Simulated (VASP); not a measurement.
# Ag (Fm-3m) in VASP: further runs, part 2 of 2

VASP 6.6.1. The steps go on from the part before.

## Step 5: Single point, HF

This run uses another cell than the first one, of 16.03 Å³/atom, 0.887 times its volume.

POSCAR reads:

```
Ag
1.0
    0.0000000000      2.0010495236      2.0010495236
    2.0010495236      0.0000000000      2.0010495236
    2.0010495236      2.0010495236      0.0000000000
Ag
1
Direct
    0.0000000000      0.0000000000      0.0000000000
```

INCAR.step1 reads:

```
SYSTEM = Ag
PREC = Accurate
ENCUT = 520
EDIFF = 1E-5
ISMEAR = -1
SIGMA = 0.05
LREAL = .FALSE.
LASPH = .TRUE.
NELM = 80
ALGO = Normal
ISIF = 2
LWAVE = .TRUE.
LCHARG = .FALSE.
GGA = PE
NBANDS = 12
```

INCAR.step2 reads:

```
SYSTEM = Ag
PREC = Accurate
ENCUT = 520
EDIFF = 1E-6
ISMEAR = -1
SIGMA = 0.05
LREAL = .FALSE.
LASPH = .TRUE.
NELM = 80
ALGO = Normal
ISIF = 2
LWAVE = .FALSE.
LCHARG = .FALSE.
GGA = PE
LHFCALC = .TRUE.
AEXX = 1.0
ALDAC = 0.0
AGGAC = 0.0
PRECFOCK = Normal
ISTART = 1
NBANDS = 12
```

KPOINTS reads:

```
regular mesh
0
G
  6 6 6
  0 0 0
```

Potentials or basis: VASP PAW PBE potentials, release 64 (Ag).

The run is started by

```bash
$ cat potpaw_PBE.64/Ag/POTCAR > POTCAR
$ cp INCAR.step1 INCAR
$ mpirun -np 1 vasp_std > vasp.out
$ cp INCAR.step2 INCAR
$ mpirun -np 1 vasp_std > vasp.out
```

OUTCAR:

```text
SYSTEM = Ag
   PREC = Accurate
   ENCUT = 520
   EDIFF = 1E-6
   ISMEAR = -1
   LREAL = .FALSE.
   LASPH = .TRUE.
   NELM = 80
   ISIF = 2
   GGA = PE
   LHFCALC = .TRUE.
   AEXX = 1.0
   PRECFOCK = Normal
   ISTART = 1

 ion  position               nearest neighbor table
   1  0.000  0.000  0.000-

  LATTYP: Found a face centered cubic cell.
 ALAT       =     4.0020990472

  Lattice vectors:

 A1 = (   0.0000000000,   2.0010495236,   2.0010495236)
 A2 = (   2.0010495236,   0.0000000000,   2.0010495236)
 A3 = (   2.0010495236,   2.0010495236,   0.0000000000)

Analysis of symmetry for initial positions (statically):
=====================================================================
 Subroutine PRICEL returns:
 Original cell was already a primitive cell.

 Routine SETGRP: Setting up the symmetry group for a
 face centered cubic supercell.

 Subroutine GETGRP returns: Found 48 space group operations
 (whereof 48 operations were pure point group operations)
 out of a pool of 48 trial point group operations.

The static configuration has the point symmetry O_h .

Analysis of symmetry for dynamics (positions and initial velocities):
=====================================================================
 Subroutine PRICEL returns:
 Original cell was already a primitive cell.

 Routine SETGRP: Setting up the symmetry group for a
 face centered cubic supercell.

 Subroutine GETGRP returns: Found 48 space group operations
 (whereof 48 operations were pure point group operations)
 out of a pool of 48 trial point group operations.

The dynamic configuration has the point symmetry O_h .

 Subroutine INISYM returns: Found 48 space group operations
 (whereof 48 operations are pure point group operations),
 and found     1 'primitive' translations

[... 115 lines left out ...]
   AEXX    =    1.0000 exact exchange contribution
   HFSCREEN=    0.0000 screening length (either q_TF or 0.3 A-1)
   HFSCREENC=   0.0000 screening length for correlation (either q_TF or 0.3 A-1)
   ENCUTFOCK=  -1.0 apply spherical cutoff to Coloumb kernel
   IVDW    =     0    specifies the selected vdW correction
   LEPSILON=     F    determine dielectric tensor
   LRPA    =     F    only Hartree local field effects (RPA)
 non-spin polarized calculation
  energy-cutoff  :      520.00
  volume of cell :       16.03
 maximum number of plane-waves:       444
 NGX is ok and might be reduce to    24
  NGX = 16; NGY = 16; NGZ = 16

 number of electron      11.0000002 magnetization

 Free energy of the ion-electron system (eV)
  ---------------------------------------------------
  ext. energy  EPLUGINS =         0.00000000
  ---------------------------------------------------
  free energy    TOTEN  =        -2.73352174 eV

  energy without entropy =       -2.72617103  energy(sigma->0) =       -2.72984639

 E-fermi :   9.6797     XC(G=0):   0.0000

 val. band max:        9.6541087400   @ k =   0.5000   0.3333   0.1667
 cond. band min:      12.4559966283   @ k =   0.5000   0.1667   0.0000
 fundamental gap:      2.8018878883
 Fermi energy:         9.6796500215

 k-point     1 :       0.0000    0.0000    0.0000
  band No.  band energies     occupation
      1      -3.1956      2.00000
      2      -1.9403      2.00000
      3      -1.9403      2.00000
      4      -1.9403      2.00000
      5      -0.5966      2.00000
      6      -0.5966      2.00000
      7      32.2962      0.00000
      8      36.8092      0.00000
      9      36.8092      0.00000
     10      36.8092      0.00000
     11      41.4846      0.00000
     12      44.3361      0.00000
[... 211 lines left out ...]
 k-point    16 :      -0.3333    0.5000    0.1667
  band No.  band energies     occupation
      1      -3.2984      2.00000
      2      -3.0681      2.00000
      3      -0.7576      2.00000
      4      -0.1119      2.00000
      5       1.0937      2.00000
      6      18.1906      0.00000
      7      22.7614      0.00000
      8      23.6647      0.00000
      9      24.4956      0.00000
     10      37.7390      0.00000
     11      40.2484      0.00000
     12      43.8660      0.00000

------------------------ aborting loop because EDIFF is reached ----------------------------------------

  FORCE on cell =-STRESS in cart. coord.  units (eV):
  Direction    XX          YY          ZZ          XY          YZ          ZX
  --------------------------------------------------------------------------------------
  -------------------------------------------------------------------------------------
  Total        2.9422784      2.9422784      2.9422784     -0.0000000      0.0000000      0.0000000
  in kB      294.1648939    294.1648939    294.1648939     -0.0000000      0.0000000      0.0000000
  external PRESSURE =     294.1648939 kB  Pullay stress =       0.0000000 kB

 VOLUME and BASIS-vectors are now :
 -----------------------------------------------------------------------------
  energy-cutoff  :      520.00
  volume of cell :       16.03
      direct lattice vectors                 reciprocal lattice vectors
     0.000000000  2.001049524  2.001049524    -0.249868878  0.249868878  0.249868878
     2.001049524  0.000000000  2.001049524     0.249868878 -0.249868878  0.249868878
     2.001049524  2.001049524  0.000000000     0.249868878  0.249868878 -0.249868878

 POSITION                                       TOTAL-FORCE (eV/Angst)
 -----------------------------------------------------------------------------------
      0.00000      0.00000      0.00000         0.000000      0.000000      0.000000
 -----------------------------------------------------------------------------------
    total drift:                                0.000000     -0.000000      0.000000

  FREE ENERGIE OF THE ION-ELECTRON SYSTEM (eV)
  ---------------------------------------------------
  free  energy   TOTEN  =        -2.7335217379 eV

  energy  without entropy=       -2.7261710350  energy(sigma->0) =       -2.72984639
```

Run time: 4 min. Hardware: 1 thread of Intel Xeon 6975P-C (Granite Rapids), shared host; peak memory 0.15 GiB.

Results:

* Free energy: -2.7335 eV
* Pressure: 29.4 GPa

Caveat: the k points lie up to 0.45 Å⁻¹ apart; the PAW data sets were made with another functional, which shifts forces and pressure a little.

## Step 6: Summary

| level | U | cell | k mesh | smearing | grid for exact exchange (PRECFOCK) | gap on the mesh (eV) | pressure (GPa) |
| --- | --- | --- | --- | --- | --- | --- | --- |
| r2SCAN | - | a = 2.946 Å, angles 60.0°, 1 atom | 11 × 11 × 11 | fermi-dirac 0.05 eV | - | none | -4.0 |
| PBE | - | a = 2.889 Å, angles 60.0°, 1 atom | 6 × 6 × 6 | fermi-dirac 0.03 eV | - | none | 5.3 |
| PBE+D4+U | Ag d U = 2.0 eV | a = 2.889 Å, angles 60.0°, 1 atom | 11 × 11 × 11 | tetrahedron | - | none | -1.0 |
| HF | - | a = 2.830 Å, angles 60.0°, 1 atom | 6 × 6 × 6 | fermi-dirac 0.05 eV | Normal | none | 29.4 |

Alike in all rows: task single point; potentials or basis VASP PAW PBE potentials, release 64 (Ag); no spin polarisation; cutoff (eV) 520.

Caveats: some runs use coarse meshes; the PAW data sets were made with another functional, which shifts forces and pressure a little (some runs); U without spin polarisation on a metal has little footing (some runs); pairwise dispersion overbinds metals, which lowers pressure and volume (some runs); the U is typed as a test and isn't derived for this compound (some runs).

Total energies depend on the potentials used, so only differences within one code and one set of settings carry meaning.
